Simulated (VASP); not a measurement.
# Ba3PrBr (P6/mmm) in VASP: single point with PBE

Aim: the single point of Ba3PrBr with PBE.

All numbers are computed with VASP 6.6.1; they aren't measurements. Logs are shortened: lines on timing, memory, paths and dates and some standing lists are left out, and cuts for length are marked.

**1. The cell of the first run**

The structure is hexagonal, space group P6/mmm (No. 191). The conventional cell has a = 6.549 Å, b = 6.549 Å, c = 4.584 Å, α = 90.00°, β = 90.00°, γ = 120.00°. Ba (site symmetry mmm) has 2 Pr at 3.27 Å and 4 Ba at 3.27 Å and 4 Br at 4.00 Å within 4.3 Å. Pr (site symmetry 6/mmm) has 2 Br at 2.29 Å within 3.0 Å. Within 3.0 Å of Br (site symmetry 6/mmm) lie 2 Pr at 2.29 Å.

**2. Single point, PBE**

The input, INCAR:

```
SYSTEM = Ba3PrBr
PREC = Accurate
ENCUT = 520
EDIFF = 1E-7
ISMEAR = 0
SIGMA = 0.1
LREAL = .False.
LASPH = .True.
NELM = 100
ALGO = Normal
ISIF = 2
LWAVE = .False.
LCHARG = .False.
GGA = PE
NBANDS = 33
```

The input, KPOINTS:

```
regular mesh
0
Gamma
  3 3 4
  0 0 0
```

The input, POSCAR:

```
Ba3PrBr
1.0
    6.5491401800      0.0000000000      0.0000000000
   -3.2745700900      5.6717217700      0.0000000000
    0.0000000000      0.0000000000      4.5835773300
Ba Pr Br
3 1 1
Direct
    0.5000000000      0.0000000000      0.0000000000
    0.0000000000      0.5000000000      0.0000000000
    0.5000000000      0.5000000000      0.0000000000
    0.0000000000      0.0000000000      0.0000000000
    0.0000000000      0.0000000000      0.5000000000
```

Potentials or basis: VASP PAW PBE potentials, release 64 (Ba_sv, Pr, Br).

Launch:

```bash
cat potpaw_PBE.64/Ba_sv/POTCAR potpaw_PBE.64/Pr/POTCAR potpaw_PBE.64/Br/POTCAR > POTCAR
mpirun -np 1 vasp_std > vasp.out
```

OUTCAR:

```text
SYSTEM = Ba3PrBr
   PREC = Accurate
   ENCUT = 520
   EDIFF = 1E-7
   ISMEAR = 0
   LREAL = .False.
   LASPH = .True.
   NELM = 100
   ISIF = 2
   GGA = PE

 ion  position               nearest neighbor table
   1  0.500  0.000  0.000-   4 3.27   4 3.27   2 3.27   3 3.27   3 3.27   2 3.27
   2  0.000  0.500  0.000-   3 3.27   3 3.27   4 3.27   4 3.27   1 3.27   1 3.27
   3  0.500  0.500  0.000-   2 3.27   2 3.27   4 3.27   1 3.27   1 3.27   4 3.27
   4  0.000  0.000  0.000-   5 2.29   5 2.29   1 3.27   1 3.27   3 3.27   2 3.27   2 3.27   3 3.27

   5  0.000  0.000  0.500-   4 2.29   4 2.29

  LATTYP: Found a hexagonal cell.
 ALAT       =     6.5491401800
 C/A-ratio  =     0.6998746712

  Lattice vectors:

 A1 = (   6.5491401800,   0.0000000000,   0.0000000000)
 A2 = (  -3.2745700900,   5.6717217700,   0.0000000000)
 A3 = (   0.0000000000,   0.0000000000,   4.5835773300)

Analysis of symmetry for initial positions (statically):
=====================================================================
 Subroutine PRICEL returns:
 Original cell was already a primitive cell.

 Routine SETGRP: Setting up the symmetry group for a
 hexagonal supercell.

 Subroutine GETGRP returns: Found 24 space group operations
 (whereof 24 operations were pure point group operations)
 out of a pool of 24 trial point group operations.

The static configuration has the point symmetry D_6h.

Analysis of symmetry for dynamics (positions and initial velocities):
=====================================================================
 Subroutine PRICEL returns:
 Original cell was already a primitive cell.

 Routine SETGRP: Setting up the symmetry group for a
 hexagonal supercell.

 Subroutine GETGRP returns: Found 24 space group operations
 (whereof 24 operations were pure point group operations)
 out of a pool of 24 trial point group operations.

The dynamic configuration has the point symmetry D_6h.

 Subroutine INISYM returns: Found 24 space group operations
 (whereof 24 operations are pure point group operations),
 and found     1 'primitive' translations

----------------------------------------------------------------------------------------

                                     Primitive cell

  volume of cell :     170.2565

  direct lattice vectors                    reciprocal lattice vectors
     6.549140180  0.000000000  0.000000000     0.152691800  0.088156652  0.000000000
    -3.274570090  5.671721770  0.000000000     0.000000000  0.176313303  0.000000000
     0.000000000  0.000000000  4.583577330     0.000000000  0.000000000  0.218170204

  length of vectors
     6.549140180  6.549140181  4.583577330     0.176313303  0.176313303  0.218170204

  position of ions in fractional coordinates (direct lattice)
     0.500000000  0.000000000  0.000000000
     0.000000000  0.500000000  0.000000000
     0.500000000  0.500000000  0.000000000
     0.000000000  0.000000000  0.000000000
     0.000000000  0.000000000  0.500000000

  ion indices of the primitive-cell ions
   primitive index   ion index
                 1           1
                 2           2
                 3           3
                 4           4
                 5           5

----------------------------------------------------------------------------------------

 KPOINTS: regular mesh

Automatic generation of k-mesh.
 Grid dimensions read from file:
 generate k-points for:    3    3    4

 Generating k-lattice:

  Cartesian coordinates                     Fractional coordinates (reciprocal lattice)
     0.050897267  0.029385551  0.000000000     0.333333333  0.000000000  0.000000000
     0.000000000  0.058771101  0.000000000     0.000000000  0.333333333  0.000000000
     0.000000000  0.000000000  0.054542551     0.000000000  0.000000000  0.250000000

  Length of vectors
     0.058771101  0.058771101  0.054542551

  Shift w.r.t. Gamma in fractional coordinates (k-lattice)
     0.000000000  0.000000000  0.000000000

 Subroutine IBZKPT returns following result:
 ===========================================

 Found      9 irreducible k-points:

 Following reciprocal coordinates:
            Coordinates               Weight
  0.000000  0.000000  0.000000      1.000000
  0.333333 -0.000000  0.000000      6.000000
  0.333333  0.333333  0.000000      2.000000
  0.000000  0.000000  0.250000      2.000000
  0.333333 -0.000000  0.250000     12.000000
  0.333333  0.333333  0.250000      4.000000
  0.000000  0.000000  0.500000      1.000000
  0.333333 -0.000000  0.500000      6.000000
  0.333333  0.333333  0.500000      2.000000
   k-points           NKPTS =      9   k-points in BZ     NKDIM =      9   number of bands    NBANDS=     33
   number of dos      NEDOS =    301   number of ions     NIONS =      5
   total plane-waves  NPLWV =  90000
   dimension x,y,z NGX =    50 NGY =   50 NGZ =   36
   dimension x,y,z NGXF=   100 NGYF=  100 NGZF=   72
   ions per type =               3   1   1
   NGX,Y,Z   is equivalent  to a cutoff of  12.69, 12.69, 13.06 a.u.
   NGXF,Y,Z  is equivalent  to a cutoff of  25.38, 25.38, 26.11 a.u.
 SYSTEM =  Ba3PrBr
   PREC   = accura    normal or accurate (medium, high low for compatibility)
   ISTART =      0    job   : 0-new  1-cont  2-samecut
   ICHARG =      2    charge: 1-file 2-atom 10-const
   ISPIN  =      1    spin polarized calculation?
   LNONCOLLINEAR =      F non collinear calculations
   LSORBIT =      F    spin-orbit coupling
   LASPH  =      T    aspherical Exc in radial PAW
   ENCUT  =  520.0 eV  38.22 Ry    6.18 a.u.  12.18 12.18  8.52*2*pi/ulx,y,z
   NELM   =    100;   NELMIN=  2; NELMDL= -5     # of ELM steps
   EDIFF  = 0.1E-06   stopping-criterion for ELM
   LREAL  =      F    real-space projection
   EDIFFG = 0.1E-05   stopping-criterion for IOM
   NSW    =      0    number of steps for IOM
   IBRION =     -1    ionic relax: 0-MD 1-quasi-New 2-CG
   NFREE  =      0    steps in history (QN), initial steepest desc. (CG)
   ISIF   =      2    stress and relaxation
   ISYM   =      2    0-nonsym 1-usesym 2-fastsym
   POTIM  = 0.5000    time-step for ionic-motion
   TEBEG  =    0.0;   TEEND  =   0.0 temperature during run
   PSTRESS=    0.0 pullay stress
   NELECT =      50.0000    total number of electrons
   NUPDOWN=      -1.0000    fix difference up-down
   EMIN   =  10.00;   EMAX   =-10.00  energy-range for DOS
   EFERMI =   0.00;   METHOD = LEGACY
   ISMEAR =     0;   SIGMA  =   0.10  broadening in eV -4-tet -1-fermi 0-gaus
   EFERMI_NEDOS =   21; number of points for ismear=-14 and -15
   IALGO  =     38    algorithm
   IMIX   =      4    mixing-type and parameters
     AMIX     =   0.40;   BMIX     =  1.00
     AMIX_MAG =   1.60;   BMIX_MAG =  1.00
  volume/ion in A,a.u.               =      34.05       229.79
  Fermi-wavevector in a.u.,A,eV,Ry     =   1.088170  2.056344 16.110860  1.184115
  Thomas-Fermi vector in A             =   2.224346
   LORBIT       =      0    0 simple, 1 ext, 2 COOP (PROOUT), +10 PAW based schemes
   GGA     = PE    functional components
   LHFCALC =     F    Hartree Fock is set to
   AEXX    =    0.0000 exact exchange contribution
   IVDW    =     0    specifies the selected vdW correction
   LEPSILON=     F    determine dielectric tensor
   LRPA    =     F    only Hartree local field effects (RPA)
 non-spin polarized calculation
 Gauss-broadening in eV      SIGMA  =   0.10
  energy-cutoff  :      520.00
  volume of cell :      170.26
 maximum number of plane-waves:      4602
 NGX is ok and might be reduce to    50
   NGX = 25   NGY = 25   NGZ = 17

 number of electron      50.0000000 magnetization

 Free energy of the ion-electron system (eV)
  ---------------------------------------------------
  ext. energy  EPLUGINS =         0.00000000
  ---------------------------------------------------
  free energy    TOTEN  =        -6.25122167 eV

  energy without entropy =       -6.16683000  energy(sigma->0) =       -6.20902583

 E-fermi :   4.4999     XC(G=0):  -9.2220

 val. band max:        4.4865284317   @ k =   0.3333   0.3333   0.0000
 cond. band min:       4.5063576775   @ k =   0.0000   0.0000   0.5000
 fundamental gap:      0.0198292458
 Fermi energy:         4.4998660958

 k-point     1 :       0.0000    0.0000    0.0000
  band No.  band energies     occupation
      1     -31.3043      2.00000
      2     -24.3036      2.00000
      3     -23.6835      2.00000
      4     -23.6835      2.00000
      5     -15.1202      2.00000
      6     -13.8386      2.00000
[... 25 lines left out ...]
     32       4.9966      0.00000
     33       5.3270      0.00000

 k-point     2 :       0.3333   -0.0000    0.0000
  band No.  band energies     occupation
      1     -31.3030      2.00000
      2     -24.1934      2.00000
      3     -23.8297      2.00000
      4     -23.6875      2.00000
      5     -15.1181      2.00000
      6     -13.7387      2.00000
[... 25 lines left out ...]
     32       5.1581      0.00000
     33       5.3786      0.00000

 k-point     3 :       0.3333    0.3333    0.0000
  band No.  band energies     occupation
      1     -31.3023      2.00000
      2     -24.0239      2.00000
      3     -24.0239      2.00000
      4     -23.6825      2.00000
      5     -15.1171      2.00000
      6     -13.5826      2.00000
[... 25 lines left out ...]
     32       5.1749      0.00000
     33       5.4704      0.00000

 k-point     4 :       0.0000    0.0000    0.2500
  band No.  band energies     occupation
      1     -31.2907      2.00000
      2     -24.2982      2.00000
      3     -23.6790      2.00000
      4     -23.6790      2.00000
      5     -16.4010      2.00000
      6     -13.8113      2.00000
[... 25 lines left out ...]
     32       4.9972      0.00000
     33       5.1225      0.00000

 k-point     5 :       0.3333   -0.0000    0.2500
  band No.  band energies     occupation
      1     -31.2894      2.00000
      2     -24.1881      2.00000
      3     -23.8250      2.00000
      4     -23.6830      2.00000
      5     -16.3994      2.00000
      6     -13.7116      2.00000
[... 25 lines left out ...]
     32       5.0816      0.00000
     33       5.2595      0.00000

 k-point     6 :       0.3333    0.3333    0.2500
  band No.  band energies     occupation
      1     -31.2887      2.00000
      2     -24.0188      2.00000
      3     -24.0188      2.00000
      4     -23.6781      2.00000
      5     -16.3986      2.00000
      6     -13.5558      2.00000
[... 25 lines left out ...]
     32       5.8650      0.00000
     33       6.1777      0.00000

 k-point     7 :       0.0000    0.0000    0.5000
  band No.  band energies     occupation
      1     -31.2770      2.00000
      2     -24.2928      2.00000
      3     -23.6746      2.00000
      4     -23.6746      2.00000
      5     -17.0612      2.00000
      6     -13.7835      2.00000
[... 25 lines left out ...]
     32       4.9978      0.00000
     33       5.6787      0.00000

 k-point     8 :       0.3333   -0.0000    0.5000
  band No.  band energies     occupation
      1     -31.2757      2.00000
      2     -24.1827      2.00000
      3     -23.8203      2.00000
      4     -23.6786      2.00000
      5     -17.0595      2.00000
      6     -13.6840      2.00000
[... 25 lines left out ...]
     32       5.1496      0.00000
     33       5.5049      0.00000

 k-point     9 :       0.3333    0.3333    0.5000
  band No.  band energies     occupation
      1     -31.2750      2.00000
      2     -24.0138      2.00000
      3     -24.0138      2.00000
      4     -23.6736      2.00000
      5     -17.0587      2.00000
      6     -13.5286      2.00000
[... 25 lines left out ...]
     32       5.8707      0.00000
     33       6.2457      0.00000

------------------------ aborting loop because EDIFF is reached ----------------------------------------

  FORCE on cell =-STRESS in cart. coord.  units (eV):
  Direction    XX          YY          ZZ          XY          YZ          ZX
  --------------------------------------------------------------------------------------
  -------------------------------------------------------------------------------------
  Total       12.0849172     12.0849172     34.9964808      0.0000000      0.0000000      0.0000000
  in kB      113.7235729    113.7235730    329.3299210      0.0000000      0.0000000      0.0000000
  external PRESSURE =     185.5923556 kB  Pullay stress =       0.0000000 kB

 VOLUME and BASIS-vectors are now :
 -----------------------------------------------------------------------------
  energy-cutoff  :      520.00
  volume of cell :      170.26
      direct lattice vectors                 reciprocal lattice vectors
     6.549140180  0.000000000  0.000000000     0.152691800  0.088156652  0.000000000
    -3.274570090  5.671721770  0.000000000     0.000000000  0.176313303  0.000000000
     0.000000000  0.000000000  4.583577330     0.000000000  0.000000000  0.218170204

 POSITION                                       TOTAL-FORCE (eV/Angst)
 -----------------------------------------------------------------------------------
      3.27457      0.00000      0.00000         0.000000      0.000000      0.000000
     -1.63729      2.83586      0.00000        -0.000000      0.000000      0.000000
      1.63729      2.83586      0.00000        -0.000000      0.000000      0.000000
      0.00000      0.00000      0.00000        -0.000000      0.000000      0.000000
      0.00000      0.00000      2.29179        -0.000000      0.000000      0.000000
 -----------------------------------------------------------------------------------
    total drift:                               -0.000000      0.000000     -0.000000

  FREE ENERGIE OF THE ION-ELECTRON SYSTEM (eV)
  ---------------------------------------------------
  free  energy   TOTEN  =        -6.2512216695 eV

  energy  without entropy=       -6.1668299981  energy(sigma->0) =       -6.20902583
```

Run time: 2.3 min. Hardware: 1 thread of Intel Xeon Platinum 8488C (Sapphire Rapids), shared host; peak memory 0.32 GiB.

What came out:

| Property | Result |
| --- | --- |
| Free energy | -6.2512 eV |
| Pressure | 18.6 GPa |
| Band gap on the k mesh | zero (band 25 reaches 4.69 eV, above the bottom of band 26 at 3.63 eV) |

Levels at points of the mesh, in eV from the Fermi level:
```
           k point  band 23  band 24  band 25  band 26  band 27  band 28
(0.00, 0.00, 0.00)    -1.53    -1.53    -0.87    -0.87    -0.28     0.20
(0.00, 0.00, 0.50)    -1.28    -1.28    -0.75     0.01     0.28     0.28
```

Caveat: the k points lie up to 0.37 Å⁻¹ apart; spin-orbit coupling is left out, which moves the levels of the heavy elements; the run has no spin polarisation, though such a crystal can be magnetic; without U or exact exchange the open f shell lies at the Fermi level, which spoils levels, moments and volumes. Spin polarisation is off, so any magnetic state and its effect on volume and gap are missing.
